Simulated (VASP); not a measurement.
A run of VASP 6.6.1 is set up as follows.

File INCAR:

```
PREC = Accurate
ENCUT = 520
EDIFF = 1E-7
ISMEAR = -1
SIGMA = 0.05
LREAL = False
LASPH = True
NELM = 100
ALGO = Normal
ISIF = 2
LWAVE = False
LCHARG = True
LELF = True
LVHAR = True
NBANDS = 15
```

Contents of KPOINTS:

```
Automatic mesh
0
Gamma
  10 10 10
```

File POSCAR:

```
CaO
1.0
    0.0000000000      2.4035556960      2.4035556960
    2.4035556960      0.0000000000      2.4035556960
    2.4035556960      2.4035556960      0.0000000000
Ca O
1 1
Direct
    0.0000000000      0.0000000000      0.0000000000
    0.5000000000      0.5000000000      0.5000000000
```

Potentials or basis: VASP PAW LDA potentials, release 64 (Ca_sv, O).

Command:

```console
$ cat potpaw_LDA.64/Ca_sv/POTCAR potpaw_LDA.64/O/POTCAR > POTCAR
$ mpirun -np 1 vasp_std > vasp.out
```

Estimate the band gap on the k mesh.

3.46 eV, indirect (least direct gap 3.84 eV).

Predict the pressure.

-6.3 GPa.

A k mesh can miss the band edges. LDA gaps usually lie below the measured ones, often by a third to a half.
